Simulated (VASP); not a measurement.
# AlSi4NO8 in VASP: a series of runs

Runs on AlSi4NO8. Level: PBE. Tasks: single point.

All numbers are computed with VASP 6.6.1; they aren't measurements. Logs are shortened: lines on timing, memory, paths and dates and some standing lists are left out, and cuts for length are marked.

### 1 The cell of the first run

The cell holds a disordered packing, 14 atoms: a = 5.758 Å, b = 5.906 Å, c = 5.975 Å, α = 91.49°, β = 89.29°, γ = 92.14°.

### 2 Single point, PBE

Input file INCAR:

```
  PREC = Accurate
  ENCUT = 520
  EDIFF = 1E-6
  ISMEAR = -1
  SIGMA = 0.1379
  LREAL = False
  LASPH = True
  NELM = 120
  ALGO = Normal
  ISIF = 2
  LWAVE = False
  LCHARG = False
  GGA = PE
  ISYM = -1
  NBANDS = 49
  GGA_COMPAT = False
```

Input file KPOINTS:

```
explicit points
1
Reciprocal
  0.25000000   0.25000000   0.25000000 1
```

Input file POSCAR:

```
AlSi4NO8
1.0
    5.7572110000     -0.1084800000      0.0355500000
   -0.1084800000      5.9047110000     -0.0767980000
    0.0355500000     -0.0767980000      5.9747940000
Si O Al N
4 8 1 1
Direct
    0.1936437383      0.4817844796      0.3984562563
    0.5963881874      0.4086861436      0.0514385397
    0.1105782715      0.1385973984      0.0385824089
    0.3460594899      0.7406320075      0.7950002363
    0.1283544367      0.8881505086     -0.0875388871
    0.5818553740      0.6251197273      0.8750443925
    0.9738971054      0.6306264779      0.3161246748
    0.3511411997      0.2484684494     -0.0551369955
    0.1052059672      0.2380796090      0.2905745312
    0.8391644795      0.2406752839      0.0071021835
    0.4768786300      0.8636249862      0.5770223436
    0.1474607013      0.5417565911      0.6817829359
    0.7092238555      0.7033499772      0.4653733607
    0.4865635728      0.4915099661      0.3096159713
```

Potentials or basis: VASP PAW PBE potentials, release 64 (Si, O, Al, N).

On the command line:

```
$ cat potpaw_PBE.64/Si/POTCAR potpaw_PBE.64/O/POTCAR potpaw_PBE.64/Al/POTCAR potpaw_PBE.64/N/POTCAR > POTCAR
$ mpirun -np 1 vasp_std > vasp.out
```

OUTCAR:

```text
PREC = Accurate
   ENCUT = 520
   EDIFF = 1E-6
   ISMEAR = -1
   LREAL = False
   LASPH = True
   NELM = 120
   ISIF = 2
   GGA = PE
   ISYM = -1

 ion  position               nearest neighbor table
   1  0.194  0.482  0.398-   9 1.63   7 1.65  12 1.74  14 1.76   4 2.91   3 2.95   2 3.13  13 3.14
                            13 3.22
   2  0.596  0.409  0.051-   6 1.68  14 1.73  10 1.76   8 1.79   4 2.95  13 3.05   1 3.13
   3  0.111  0.139  0.039-   9 1.60   8 1.61   5 1.65  10 1.71   1 2.95   4 3.08
   4  0.346  0.741  0.795-   6 1.62  11 1.67   5 1.69  12 1.74  13 2.87   1 2.91   2 2.95   3 3.08

   5  0.128  0.888  0.912-   3 1.65   4 1.69
   6  0.582  0.625  0.875-   4 1.62   2 1.68  13 2.59
   7  0.974  0.631  0.316-   1 1.65  13 1.82
   8  0.351  0.248  0.945-   3 1.61   2 1.79
   9  0.105  0.238  0.291-   3 1.60   1 1.63
  10  0.839  0.241  0.007-   3 1.71   2 1.76
  11  0.477  0.864  0.577-   4 1.67  13 1.78
  12  0.147  0.542  0.682-   4 1.74   1 1.74
  13  0.709  0.703  0.465-  11 1.78   7 1.82  14 1.98   6 2.59   4 2.87   2 3.05   1 3.14   1 3.22

  14  0.487  0.492  0.310-   2 1.73   1 1.76  13 1.98

IMPORTANT INFORMATION: All symmetrisations will be switched off!
NOSYMM: (Re-)initialisation of all symmetry stuff for point group C_1.

----------------------------------------------------------------------------------------

                                     Primitive cell

  volume of cell :     203.0000

  direct lattice vectors                    reciprocal lattice vectors
     5.757211000 -0.108480000  0.035550000     0.173761254  0.003179387 -0.000993012
    -0.108480000  5.904711000 -0.076798000     0.003179387  0.169442791  0.002159044
     0.035550000 -0.076798000  5.974794000    -0.000993012  0.002159044  0.167403447

  length of vectors
     5.758342662  5.906206721  5.975393299     0.173793176  0.169486369  0.167420314

  position of ions in fractional coordinates (direct lattice)
     0.193643738  0.481784480  0.398456256
     0.596388187  0.408686144  0.051438540
     0.110578272  0.138597398  0.038582409
     0.346059490  0.740632007  0.795000236
     0.128354437  0.888150509  0.912461113
     0.581855374  0.625119727  0.875044393
     0.973897105  0.630626478  0.316124675
     0.351141200  0.248468449  0.944863004
     0.105205967  0.238079609  0.290574531
     0.839164479  0.240675284  0.007102184
     0.476878630  0.863624986  0.577022344
     0.147460701  0.541756591  0.681782936
     0.709223855  0.703349977  0.465373361
     0.486563573  0.491509966  0.309615971

  ion indices of the primitive-cell ions
   primitive index   ion index
                 1           1
                 2           2
                 3           3
                 4           4
                 5           5
                 6           6
                 7           7
                 8           8
                 9           9
                10          10
                11          11
                12          12
                13          13
                14          14

----------------------------------------------------------------------------------------

 KPOINTS: explicit points

Read explicit list of k-points.

 Found      1 k-points:

 Following reciprocal coordinates:
            Coordinates               Weight
  0.250000  0.250000  0.250000      1.000000
   k-points           NKPTS =      1   k-points in BZ     NKDIM =      1   number of bands    NBANDS=     49
   number of dos      NEDOS =    301   number of ions     NIONS =     14
   total plane-waves  NPLWV = 110592
   dimension x,y,z NGX =    48 NGY =   48 NGZ =   48
   dimension x,y,z NGXF=    96 NGYF=   96 NGZF=   96
   ions per type =               4   8   1   1
   NGX,Y,Z   is equivalent  to a cutoff of  13.86, 13.51, 13.35 a.u.
   NGXF,Y,Z  is equivalent  to a cutoff of  27.72, 27.02, 26.71 a.u.
 SYSTEM =  unknown system
   PREC   = accura    normal or accurate (medium, high low for compatibility)
   ISTART =      0    job   : 0-new  1-cont  2-samecut
   ICHARG =      2    charge: 1-file 2-atom 10-const
   ISPIN  =      1    spin polarized calculation?
   LNONCOLLINEAR =      F non collinear calculations
   LSORBIT =      F    spin-orbit coupling
   LASPH  =      T    aspherical Exc in radial PAW
   ENCUT  =  520.0 eV  38.22 Ry    6.18 a.u.  10.71 10.98 11.11*2*pi/ulx,y,z
   NELM   =    120;   NELMIN=  2; NELMDL= -5     # of ELM steps
   EDIFF  = 0.1E-05   stopping-criterion for ELM
   LREAL  =      F    real-space projection
   EDIFFG = 0.1E-04   stopping-criterion for IOM
   NSW    =      0    number of steps for IOM
   IBRION =     -1    ionic relax: 0-MD 1-quasi-New 2-CG
   NFREE  =      0    steps in history (QN), initial steepest desc. (CG)
   ISIF   =      2    stress and relaxation
   ISYM   =     -1    0-nonsym 1-usesym 2-fastsym
   POTIM  = 0.5000    time-step for ionic-motion
   TEBEG  =    0.0;   TEEND  =   0.0 temperature during run
   PSTRESS=    0.0 pullay stress
   NELECT =      72.0000    total number of electrons
   NUPDOWN=      -1.0000    fix difference up-down
   EMIN   =  10.00;   EMAX   =-10.00  energy-range for DOS
   EFERMI =   0.00;   METHOD = LEGACY
   ISMEAR =    -1;   SIGMA  =   0.14  broadening in eV -4-tet -1-fermi 0-gaus
   EFERMI_NEDOS =   21; number of points for ismear=-14 and -15
   IALGO  =     38    algorithm
   IMIX   =      4    mixing-type and parameters
     AMIX     =   0.40;   BMIX     =  1.00
     AMIX_MAG =   1.60;   BMIX_MAG =  1.00
  volume/ion in A,a.u.               =      14.50        97.85
  Fermi-wavevector in a.u.,A,eV,Ry     =   1.158832  2.189874 18.271136  1.342891
  Thomas-Fermi vector in A             =   2.295430
   LORBIT       =      0    0 simple, 1 ext, 2 COOP (PROOUT), +10 PAW based schemes
   GGA     = PE    functional components
   LHFCALC =     F    Hartree Fock is set to
   AEXX    =    0.0000 exact exchange contribution
   IVDW    =     0    specifies the selected vdW correction
   LEPSILON=     F    determine dielectric tensor
   LRPA    =     F    only Hartree local field effects (RPA)
 non-spin polarized calculation
  energy-cutoff  :      520.00
  volume of cell :      203.00
 maximum number of plane-waves:      5470
 NGX is ok and might be reduce to    42
   NGX = 21   NGY = 21   NGZ = 23

 number of electron      71.9999991 magnetization

 Free energy of the ion-electron system (eV)
  ---------------------------------------------------
  ext. energy  EPLUGINS =         0.00000000
  ---------------------------------------------------
  free energy    TOTEN  =      -103.35823183 eV

  energy without entropy =     -103.35821879  energy(sigma->0) =     -103.35822531

 E-fermi :   3.1976     XC(G=0):  -8.6079

 val. band max:        1.3477596794   @ k =   0.2500   0.2500   0.2500
 cond. band min:       5.0352476910   @ k =   0.2500   0.2500   0.2500
 fundamental gap:      3.6874880117
 Fermi energy:         3.1976058866

 k-point     1 :       0.2500    0.2500    0.2500
  band No.  band energies     occupation
      1     -18.5133      2.00000
      2     -17.9096      2.00000
      3     -17.4996      2.00000
      4     -16.5090      2.00000
      5     -16.3245      2.00000
      6     -16.0736      2.00000
[... 40 lines left out ...]
     47      10.3528      0.00000
     48      10.5635      0.00000
 [bands above 48 left out]

------------------------ aborting loop because EDIFF is reached ----------------------------------------

  FORCE on cell =-STRESS in cart. coord.  units (eV):
  Direction    XX          YY          ZZ          XY          YZ          ZX
  --------------------------------------------------------------------------------------
  -------------------------------------------------------------------------------------
  Total      -23.2116967     -1.7151114      1.3641099      6.8140690     -7.0506401      7.8431589
  in kB     -183.1983000    -13.5365152     10.7662362     53.7800351    -55.6471718     61.9021260
  external PRESSURE =     -61.9895263 kB  Pullay stress =       0.0000000 kB

 VOLUME and BASIS-vectors are now :
 -----------------------------------------------------------------------------
  energy-cutoff  :      520.00
  volume of cell :      203.00
      direct lattice vectors                 reciprocal lattice vectors
     5.757211000 -0.108480000  0.035550000     0.173761254  0.003179387 -0.000993012
    -0.108480000  5.904711000 -0.076798000     0.003179387  0.169442791  0.002159044
     0.035550000 -0.076798000  5.974794000    -0.000993012  0.002159044  0.167403447

 POSITION                                       TOTAL-FORCE (eV/Angst)
 -----------------------------------------------------------------------------------
      1.07675      2.79319      2.35058         0.148912      0.033526      1.198418
      3.39103      2.34453      0.29715        -0.852177     -3.290607     -0.565217
      0.62296      0.80342      0.22381        -1.280219      1.512117     -0.707209
      1.94026      4.27462      4.70539        -2.851560      0.488370     -3.045381
      0.67506      5.16027      5.38812         0.671504     -0.506263      0.971311
      3.31316      3.56083      5.20089         1.367965     -0.872210      1.379880
      5.54976      3.59374      1.87497        -1.555029      1.754157      0.507218
      2.02823      1.35648      5.63876         2.924742      1.157251      0.011987
      0.59020      1.37206      1.72158         0.636469     -1.748722      2.941409
      4.80539      1.32954      0.05378        -2.349015      1.022054     -1.211109
      2.67232      5.00341      3.39822         0.640247      0.480212      0.376386
      0.81443      3.13056      4.03715         2.095987      0.138033     -1.269093
      4.02340      4.04040      2.75171        -0.973418     -1.530700     -1.136981
      2.75894      2.82566      1.82944         1.375590      1.362782      0.548380
 -----------------------------------------------------------------------------------
    total drift:                                0.000493     -0.000258      0.000378

  FREE ENERGIE OF THE ION-ELECTRON SYSTEM (eV)
  ---------------------------------------------------
  free  energy   TOTEN  =      -103.3582318325 eV

  energy  without entropy=     -103.3582187870  energy(sigma->0) =     -103.35822531
```

Wall time 12 s (1 thread of Intel Xeon 6975P-C (Granite Rapids), shared host); peak memory 0.32 GiB.

Results:

```
Free energy   : -103.3582 eV
Pressure      : -6.2 GPa
Largest force : 4.201 eV/Å
```

Forces on the atoms (eV/Å):
```
Si   0.149  0.034  1.198
Si  -0.852 -3.291 -0.565
Si  -1.280  1.512 -0.707
Si  -2.852  0.488 -3.045
O    0.672 -0.506  0.971
O    1.368 -0.872  1.380
O   -1.555  1.754  0.507
O    2.925  1.157  0.012
O    0.636 -1.749  2.941
O   -2.349  1.022 -1.211
O    0.640  0.480  0.376
O    2.096  0.138 -1.269
Al  -0.973 -1.531 -1.137
N    1.376  1.363  0.548
```

Stress tensor (GPa, compression positive):
```
-18.32   5.38   6.19
  5.38  -1.35  -5.56
  6.19  -5.56   1.08
```

Caveat: the atoms stand as in a frame of molecular dynamics.

### 3 Single point, PBE

Input file INCAR:

```
SYSTEM = AlSi4NO8
  PREC = Accurate
  ENCUT = 520
  EDIFF = 1E-6
  ISMEAR = -1
  SIGMA = 0.1379
  LREAL = .False.
  LASPH = .True.
  NELM = 120
  ALGO = Normal
  ISIF = 2
  LWAVE = .False.
  LCHARG = .False.
  GGA = PE
  ISYM = -1
  NBANDS = 49
  GGA_COMPAT = .False.
```

KPOINTS is that of step 2.

Input file POSCAR:

```
AlSi4NO8
1.0
    5.7572110000     -0.1084800000      0.0355500000
   -0.1084800000      5.9047110000     -0.0767980000
    0.0355500000     -0.0767980000      5.9747940000
Si O Al N
4 8 1 1
Direct
    0.1749751278      0.4350185339      0.3887786236
    0.5807866216      0.3808416695      0.0454733526
    0.0898652752      0.1572321091     -0.0147063813
    0.3358013143      0.7506067003      0.7597973012
    0.1335706759      0.8872022063     -0.1002776133
    0.5500735644      0.6177613569      0.8997799291
    0.9336596734      0.5626670202      0.2969444805
    0.3548073982      0.2439220191     -0.0824302361
    0.1191479121      0.1733081116      0.2793190875
    0.8284966919      0.2894337550     -0.0576791641
    0.5481976742      0.8845938432      0.5783420501
    0.1563152562      0.5421510118      0.6405240258
    0.6893689258      0.6809175606      0.3828572234
    0.4799011244      0.4586852711      0.3216918653
```

Potentials or basis: VASP PAW PBE potentials, release 64 (Si, O, Al, N).

On the command line:

```
$ cat potpaw_PBE.64/Si/POTCAR potpaw_PBE.64/O/POTCAR potpaw_PBE.64/Al/POTCAR potpaw_PBE.64/N/POTCAR > POTCAR
$ mpirun -np 1 vasp_std > vasp.out
```

It took 12 s on 1 thread of Intel Xeon 6975P-C (Granite Rapids), shared host; peak memory 0.32 GiB.

Results (log left out):

| Item | Value |
| --- | --- |
| Free energy | -103.2548 eV |
| Pressure | -8.1 GPa |
| Largest force | 3.805 eV/Å |

Forces in eV/Å, atoms in the order of the input:
```
Si   0.398 -0.114 -1.740
Si  -2.292  1.284 -1.132
Si   0.264 -0.232  2.620
Si   2.962 -1.080 -1.270
O   -0.812  0.759 -0.121
O   -0.847  1.321  0.234
O    2.156  0.292 -0.488
O    0.132  0.029  0.100
O   -0.960 -0.004 -0.936
O    2.080 -2.373  0.365
O   -1.570 -1.860 -0.018
O    1.272  0.991  1.253
Al  -1.907  1.621  2.867
N   -0.875 -0.635 -1.735
```

Stress tensor (GPa, compression positive):
```
-17.77   7.44   3.19
  7.44  -2.38  -2.25
  3.19  -2.25  -4.20
```

Levels at points of the mesh, in eV from the Fermi level:
| k point | band 33 | band 34 | band 35 | band 36 | band 37 | band 38 | band 39 | band 40 |
| --- | --- | --- | --- | --- | --- | --- | --- | --- |
| (0.25, 0.25, 0.25) | -2.85 | -2.61 | -2.39 | -1.82 | 1.81 | 2.93 | 3.95 | 4.35 |

Caveat: the atoms stand as in a frame of molecular dynamics.

### 4 Single point, PBE

Input file INCAR:

```
SYSTEM = AlSi4NO8
PREC = Accurate ; ENCUT = 520
EDIFF = 1E-6 ; ISMEAR = -1
SIGMA = 0.1379 ; LREAL = .False.
LASPH = .True. ; NELM = 120
ALGO = Normal ; ISIF = 2
LWAVE = .False. ; LCHARG = .True.
GGA = PE ; LELF = .True.
LVHAR = .True. ; ISYM = -1
NBANDS = 49 ; GGA_COMPAT = .False.
```

KPOINTS is that of step 3.

Input file POSCAR:

```
AlSi4NO8
1.0
    5.7572110000     -0.1084800000      0.0355500000
   -0.1084800000      5.9047110000     -0.0767980000
    0.0355500000     -0.0767980000      5.9747940000
Si O Al N
4 8 1 1
Direct
    0.1676686927      0.5310912544      0.3359419796
    0.6094348329      0.3687942684      0.0065507286
    0.1021762903      0.1192827625      0.0399249431
    0.3498539583      0.7122666882      0.7543919253
    0.1273141786      0.8750389665     -0.1047921948
    0.6008293770      0.5628205222      0.7850146810
    0.9521179402      0.6793763331      0.2763112755
    0.3924216707      0.1967282602     -0.0061118849
    0.0267175930      0.2359525693      0.3007683403
    0.8491466746      0.2523772320     -0.0595694341
    0.4628296463      0.8961773526      0.5792795592
    0.1740133529      0.5271957330      0.6211421520
    0.6895335444      0.7422877343      0.4454927309
    0.4449297250      0.5371129391      0.2341689015
```

On the command line:

```
$ cat potpaw_PBE.64/Si/POTCAR potpaw_PBE.64/O/POTCAR potpaw_PBE.64/Al/POTCAR potpaw_PBE.64/N/POTCAR > POTCAR
$ mpirun -np 1 vasp_std > vasp.out
```

It took 14 s on 1 thread of Intel Xeon 6975P-C (Granite Rapids), shared host; peak memory 0.32 GiB.

Results (log left out):

- Free energy: -101.5520 eV
- Pressure: -11.0 GPa
- Largest force: 4.761 eV/Å

Forces on the atoms (eV/Å):
```
Si   0.666 -4.237  2.068
Si  -1.670  2.958  0.018
Si   0.099  1.661  0.196
Si  -1.691  1.220 -0.019
O    0.682 -0.745  0.289
O   -0.934  0.356  1.009
O   -2.402  1.772  0.989
O   -2.660 -1.957 -0.733
O    2.554  0.148 -1.261
O    1.658 -1.293 -0.059
O    1.488  0.001 -0.380
O    0.236  0.734 -0.320
Al  -1.229 -1.951 -1.585
N    3.204  1.332 -0.211
```

Stress tensor (GPa, compression positive):
```
-18.01   6.61   7.32
  6.61  -7.54  -4.43
  7.32  -4.43  -7.42
```

Levels at points of the mesh, in eV from the Fermi level:
```csv
k point,band 32,band 33,band 34,band 35,band 36,band 37,band 38,band 39,band 40,band 41
"(0.25, 0.25, 0.25)",-3.06,-2.81,-2.16,-2.00,-1.57,1.56,2.79,3.16,3.62,4.15
```

Caveat: the atoms stand as in a frame of molecular dynamics.

### 5 Summary

| cell | pressure (GPa) | largest force (eV/Å) |
| --- | --- | --- |
| as given, atomic positions A | -6.2 | 4.20 |
| as given, atomic positions B | -8.1 | 3.81 |
| as given, atomic positions C | -11.0 | 4.76 |

Alike in all rows: task single point; level PBE; potentials or basis VASP PAW PBE potentials, release 64 (Si, O, Al, N); no spin polarisation; k mesh 1 × 1 × 1, shifted; cutoff (eV) 520; smearing fermi-dirac 0.1379 eV.

Caveats: the atoms stand as in a frame of molecular dynamics.

Total energies depend on the potentials used, so only differences within one code and one set of settings carry meaning.
